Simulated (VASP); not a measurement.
# SnTe (I4/mmm) in VASP: further runs

Runs on SnTe. Level: PBEsol. Tasks: electric field gradients.

All numbers are computed with VASP 6.6.1; they aren't measurements. Logs are shortened: lines on timing, memory, paths and dates and some standing lists are left out, and cuts for length are marked.

### 1 The cell of the first run

Symmetry: I4/mmm, No. 139, tetragonal system. The conventional cell has a = 4.464 Å, b = 4.464 Å, c = 6.187 Å, α = 90.00°, β = 90.00°, γ = 90.00°. Within 4.1 Å of Sn (site symmetry 4/mmm) lie 6 Te at 3.09 to 3.16 Å. Within 4.1 Å of Te (site symmetry 4/mmm) lie 6 Sn at 3.09 to 3.16 Å.

### 2 Electric field gradients, PBEsol (zz strain of -2 %)

The input, INCAR:

```
ALGO     = Normal         # electronic algorithm
EDIFF    = 1E-8           # SCF threshold, eV
ENCUT    = 520            # plane-wave cutoff, eV
GGA      = PS             # functional
ISIF     = 2              # what is computed and relaxed
ISMEAR   = -1             # smearing method
LASPH    = T              # aspherical terms in the spheres
LCHARG   = F              # write CHGCAR
LEFG     = T            
LREAL    = F              # projectors in reciprocal space
LWAVE    = F              # write WAVECAR
NBANDS   = 17             # bands
NELM     = 60             # most SCF steps
PREC     = Accurate       # precision mode
SIGMA    = 0.08           # smearing width, eV
```

The input, KPOINTS:

```
k-points
0
Gamma
  11 11 11
```

The input, POSCAR:

```
SnTe
1.0
    0.0000000000      3.1565000000      3.0933700000
    3.1565000000      0.0000000000      3.0933700000
    3.1565000000      3.1565000000      0.0000000000
Sn Te
1 1
Direct
    0.0000000000      0.0000000000      0.0000000000
    0.5000000000      0.5000000000      0.5000000000
```

Potentials or basis: VASP PAW PBE potentials, release 64 (Sn_d, Te).

Launch:

```sh
> cat potpaw_PBE.64/Sn_d/POTCAR potpaw_PBE.64/Te/POTCAR > POTCAR
> mpirun -np 1 vasp_std > vasp.out
```

OUTCAR:

```text
EDIFF = 1E-8
   ENCUT = 520
   GGA = PS
   ISIF = 2
   ISMEAR = -1
   LASPH = T
   LREAL = F
   NELM = 60
   PREC = Accurate

 ion  position               nearest neighbor table
   1  0.000  0.000  0.000-   2 3.09   2 3.09   2 3.16   2 3.16   2 3.16   2 3.16
   2  0.500  0.500  0.500-   1 3.09   1 3.09   1 3.16   1 3.16   1 3.16   1 3.16

  LATTYP: Found a body centered tetragonal cell.
 ALAT       =     4.4639651096
 C/A-ratio  =     1.3859292911

  Lattice vectors:

 A1 = (   0.0000000000,  -3.1565000000,  -3.0933700000)
 A2 = (   0.0000000000,   3.1565000000,  -3.0933700000)
 A3 = (   3.1565000000,   0.0000000000,   3.0933700000)

Analysis of symmetry for initial positions (statically):
=====================================================================
 Subroutine PRICEL returns:
 Original cell was already a primitive cell.

 Routine SETGRP: Setting up the symmetry group for a
 body centered tetragonal supercell.

 Subroutine GETGRP returns: Found 16 space group operations
 (whereof 16 operations were pure point group operations)
 out of a pool of 16 trial point group operations.

The static configuration has the point symmetry D_4h.

Analysis of symmetry for dynamics (positions and initial velocities):
=====================================================================
 Subroutine PRICEL returns:
 Original cell was already a primitive cell.

 Routine SETGRP: Setting up the symmetry group for a
 body centered tetragonal supercell.

 Subroutine GETGRP returns: Found 16 space group operations
 (whereof 16 operations were pure point group operations)
 out of a pool of 16 trial point group operations.

The dynamic configuration has the point symmetry D_4h.

 Subroutine INISYM returns: Found 16 space group operations
 (whereof 16 operations are pure point group operations),
 and found     1 'primitive' translations

----------------------------------------------------------------------------------------

                                     Primitive cell

  volume of cell :      61.6415

  direct lattice vectors                    reciprocal lattice vectors
     0.000000000  3.156500000  3.093370000    -0.158403295  0.158403295  0.161636015
     3.156500000  0.000000000  3.093370000     0.158403295 -0.158403295  0.161636015
     3.156500000  3.156500000  0.000000000     0.158403295  0.158403295 -0.161636015

  length of vectors
     4.419550906  4.419550906  4.463965110     0.276241577  0.276241577  0.276241577

  position of ions in fractional coordinates (direct lattice)
     0.000000000  0.000000000  0.000000000
     0.500000000  0.500000000  0.500000000

  ion indices of the primitive-cell ions
   primitive index   ion index
                 1           1
                 2           2

----------------------------------------------------------------------------------------

 KPOINTS: k-points

Automatic generation of k-mesh.
 Grid dimensions read from file:
 generate k-points for:   11   11   11

 Generating k-lattice:

  Cartesian coordinates                     Fractional coordinates (reciprocal lattice)
    -0.014400300  0.014400300  0.014694183     0.090909091  0.000000000  0.000000000
     0.014400300 -0.014400300  0.014694183     0.000000000  0.090909091  0.000000000
     0.014400300  0.014400300 -0.014694183    -0.000000000 -0.000000000  0.090909091

  Length of vectors
     0.025112871  0.025112871  0.025112871

  Shift w.r.t. Gamma in fractional coordinates (k-lattice)
     0.000000000  0.000000000  0.000000000

 Subroutine IBZKPT returns following result:
 ===========================================

 Found    126 irreducible k-points:

 Following reciprocal coordinates:
            Coordinates               Weight
  0.000000  0.000000  0.000000      1.000000
  0.090909  0.000000  0.000000      8.000000
  0.181818  0.000000  0.000000      8.000000
  0.272727  0.000000  0.000000      8.000000
  0.363636  0.000000  0.000000      8.000000
  0.454545 -0.000000  0.000000      8.000000
[... 16 lines left out ...]
 -0.272727  0.181818  0.000000      8.000000
 -0.181818  0.181818  0.000000      4.000000
 [... further k-points ...]
   k-points           NKPTS =    126   k-points in BZ     NKDIM =    126   number of bands    NBANDS=     17
   number of dos      NEDOS =    301   number of ions     NIONS =      2
   total plane-waves  NPLWV =  46656
   dimension x,y,z NGX =    36 NGY =   36 NGZ =   36
   dimension x,y,z NGXF=    72 NGYF=   72 NGZF=   72
   ions per type =               1   1
   NGX,Y,Z   is equivalent  to a cutoff of  13.54, 13.54, 13.41 a.u.
   NGXF,Y,Z  is equivalent  to a cutoff of  27.08, 27.08, 26.81 a.u.
 SYSTEM =  unknown system
   PREC   = accura    normal or accurate (medium, high low for compatibility)
   ISTART =      0    job   : 0-new  1-cont  2-samecut
   ICHARG =      2    charge: 1-file 2-atom 10-const
   ISPIN  =      1    spin polarized calculation?
   LNONCOLLINEAR =      F non collinear calculations
   LSORBIT =      F    spin-orbit coupling
   LASPH  =      T    aspherical Exc in radial PAW
   ENCUT  =  520.0 eV  38.22 Ry    6.18 a.u.   8.22  8.22  8.30*2*pi/ulx,y,z
   NELM   =     60;   NELMIN=  2; NELMDL= -5     # of ELM steps
   EDIFF  = 0.1E-07   stopping-criterion for ELM
   LREAL  =      F    real-space projection
   EDIFFG = 0.1E-06   stopping-criterion for IOM
   NSW    =      0    number of steps for IOM
   IBRION =     -1    ionic relax: 0-MD 1-quasi-New 2-CG
   NFREE  =      0    steps in history (QN), initial steepest desc. (CG)
   ISIF   =      2    stress and relaxation
   ISYM   =      2    0-nonsym 1-usesym 2-fastsym
   POTIM  = 0.5000    time-step for ionic-motion
   TEBEG  =    0.0;   TEEND  =   0.0 temperature during run
   PSTRESS=    0.0 pullay stress
   NELECT =      20.0000    total number of electrons
   NUPDOWN=      -1.0000    fix difference up-down
   EMIN   =  10.00;   EMAX   =-10.00  energy-range for DOS
   EFERMI =   0.00;   METHOD = LEGACY
   ISMEAR =    -1;   SIGMA  =   0.08  broadening in eV -4-tet -1-fermi 0-gaus
   EFERMI_NEDOS =   21; number of points for ismear=-14 and -15
   IALGO  =     38    algorithm
   IMIX   =      4    mixing-type and parameters
     AMIX     =   0.40;   BMIX     =  1.00
     AMIX_MAG =   1.60;   BMIX_MAG =  1.00
  volume/ion in A,a.u.               =      30.82       207.99
  Fermi-wavevector in a.u.,A,eV,Ry     =   1.124934  2.125817 17.217851  1.265476
  Thomas-Fermi vector in A             =   2.261608
   LORBIT       =      0    0 simple, 1 ext, 2 COOP (PROOUT), +10 PAW based schemes
   GGA     = PS    functional components
   LHFCALC =     F    Hartree Fock is set to
   AEXX    =    0.0000 exact exchange contribution
   IVDW    =     0    specifies the selected vdW correction
   LEPSILON=     F    determine dielectric tensor
   LRPA    =     F    only Hartree local field effects (RPA)
 non-spin polarized calculation
  energy-cutoff  :      520.00
  volume of cell :       61.64
 maximum number of plane-waves:      1679
 NGX is ok and might be reduce to    36
   NGX = 17   NGY = 17   NGZ = 17

 number of electron      19.9999996 magnetization

 Free energy of the ion-electron system (eV)
  ---------------------------------------------------
  ext. energy  EPLUGINS =         0.00000000
  ---------------------------------------------------
  free energy    TOTEN  =        -8.33170079 eV

  energy without entropy =       -8.32948281  energy(sigma->0) =       -8.33059180

 E-fermi :   6.9828     XC(G=0):  -9.7180

 val. band max:        6.8121512559   @ k =   0.4545  -0.0000   0.0000
 cond. band min:       7.2358736086   @ k =   0.4545  -0.0000   0.0000
 fundamental gap:      0.4237223528
 Fermi energy:         6.9828490142

 k-point     1 :       0.0000    0.0000    0.0000
  band No.  band energies     occupation
      1     -14.7992      2.00000
      2     -14.7933      2.00000
      3     -14.7918      2.00000
      4     -14.7867      2.00000
      5     -14.7867      2.00000
      6      -5.9420      2.00000
[... 9 lines left out ...]
     16      11.7784      0.00000
     17      13.6431      0.00000

 k-point     2 :       0.0909    0.0000    0.0000
  band No.  band energies     occupation
      1     -14.7995      2.00000
      2     -14.7937      2.00000
      3     -14.7914      2.00000
      4     -14.7863      2.00000
      5     -14.7861      2.00000
      6      -5.8702      2.00000
[... 9 lines left out ...]
     16      11.9087      0.00000
     17      14.2723      0.00000

 k-point     3 :       0.1818    0.0000    0.0000
  band No.  band energies     occupation
      1     -14.8004      2.00000
      2     -14.7951      2.00000
      3     -14.7904      2.00000
      4     -14.7854      2.00000
      5     -14.7846      2.00000
      6      -5.6608      2.00000
[... 9 lines left out ...]
     16      12.3788      0.00000
     17      15.5135      0.00000

 k-point     4 :       0.2727    0.0000    0.0000
  band No.  band energies     occupation
      1     -14.8017      2.00000
      2     -14.7970      2.00000
      3     -14.7893      2.00000
      4     -14.7839      2.00000
      5     -14.7825      2.00000
      6      -5.3368      2.00000
[... 9 lines left out ...]
     16      13.1358      0.00000
     17      17.0746      0.00000
[... 343 lines left out ...]
      1     -14.8025      2.00000
      2     -14.8017      2.00000
      3     -14.7875      2.00000
      4     -14.7816      2.00000
      5     -14.7791      2.00000
      6      -4.5863      2.00000
[... 9 lines left out ...]
     16      14.2073      0.00000
     17      17.4806      0.00000

 k-point    23 :      -0.2727    0.1818    0.0000
  band No.  band energies     occupation
      1     -14.8028      2.00000
      2     -14.7993      2.00000
      3     -14.7865      2.00000
      4     -14.7834      2.00000
      5     -14.7810      2.00000
      6      -4.9027      2.00000
[... 9 lines left out ...]
     16      15.6244      0.00000
     17      16.2871      0.00000

 k-point    24 :      -0.1818    0.1818    0.0000
  band No.  band energies     occupation
      1     -14.8026      2.00000
      2     -14.7970      2.00000
      3     -14.7867      2.00000
      4     -14.7850      2.00000
      5     -14.7829      2.00000
      6      -5.2442      2.00000
[... 9 lines left out ...]
     16      14.9114      0.00000
     17      15.2991      0.00000

 [... further k-points ...]

------------------------ aborting loop because EDIFF is reached ----------------------------------------

  FORCE on cell =-STRESS in cart. coord.  units (eV):
  Direction    XX          YY          ZZ          XY          YZ          ZX
  --------------------------------------------------------------------------------------
  -------------------------------------------------------------------------------------
  Total       -0.1901748     -0.1901748      0.9300290      0.0000000     -0.0000000      0.0000000
  in kB       -4.9429945     -4.9429945     24.1731696      0.0000000     -0.0000000      0.0000000
  external PRESSURE =       4.7623936 kB  Pullay stress =       0.0000000 kB

 VOLUME and BASIS-vectors are now :
 -----------------------------------------------------------------------------
  energy-cutoff  :      520.00
  volume of cell :       61.64
      direct lattice vectors                 reciprocal lattice vectors
     0.000000000  3.156500000  3.093370000    -0.158403295  0.158403295  0.161636015
     3.156500000  0.000000000  3.093370000     0.158403295 -0.158403295  0.161636015
     3.156500000  3.156500000  0.000000000     0.158403295  0.158403295 -0.161636015

 POSITION                                       TOTAL-FORCE (eV/Angst)
 -----------------------------------------------------------------------------------
      0.00000      0.00000      0.00000         0.000000      0.000000      0.000000
      3.15650      3.15650      3.09337        -0.000000     -0.000000     -0.000000
 -----------------------------------------------------------------------------------
    total drift:                               -0.000000      0.000000      0.000000

  FREE ENERGIE OF THE ION-ELECTRON SYSTEM (eV)
  ---------------------------------------------------
  free  energy   TOTEN  =        -8.3317007935 eV

  energy  without entropy=       -8.3294828060  energy(sigma->0) =       -8.33059180

 Electric field gradients (V/A^2)
---------------------------------------------------------------------
 ion       V_xx      V_yy      V_zz      V_xy      V_xz      V_yz
---------------------------------------------------------------------
   1      15.273    15.273   -30.546    -0.001    -0.002    -0.002
   2       4.377     4.377    -8.754     0.000     0.000     0.000
---------------------------------------------------------------------

 Electric field gradients after diagonalization (V/A^2)
 (convention: |V_zz| > |V_xx| > |V_yy|)
----------------------------------------------------------------------
 ion       V_xx      V_yy      V_zz     asymmetry (V_yy - V_xx)/ V_zz
----------------------------------------------------------------------
   1      15.274    15.272   -30.546       0.000
   2       4.377     4.377    -8.754       0.000
----------------------------------------------------------------------

           NMR quadrupolar parameters

 Cq : quadrupolar parameter    Cq=e*Q*V_zz/h
 eta: asymmetry parameters     (V_yy - V_xx)/ V_zz
 Q  : nuclear electric quadrupole moment in mb (millibarn)
----------------------------------------------------------------------
 ion       Cq(MHz)       eta       Q (mb)
----------------------------------------------------------------------
   1      -0.074       0.000       1.000
   2      -0.021       0.000       1.000
----------------------------------------------------------------------
```

It took 2.8 min on 1 thread of Intel Xeon 8259CL, shared host; peak memory 0.3 GiB.

What came out:

```
Free energy                             : -8.3317 eV
Pressure                                : 0.5 GPa
Band gap on the k mesh                  : 0.42 eV
Largest electric field gradient by atom : Sn -30.5; Te -8.8 V/Å²
```

Electric field gradients, principal values (V/Å²):
```
atom   least  middle  greatest (by size)
1 Sn  15.272  15.274             -30.546
2 Te   4.377   4.377              -8.754
```

Caveat: the cell differs from its parent crystal (zz strain of -2 %); semilocal functionals underestimate gaps, and a narrow one can read as zero; without QUAD_EFG the Cq values of the log hold for a quadrupole moment of 1 mb, not for the nuclei; the PAW data sets were made with another functional, which shifts forces and pressure a little; spin-orbit coupling is left out, which moves the levels of the heavy elements. A k mesh can miss the band edges.

[end of part 1 of 3]
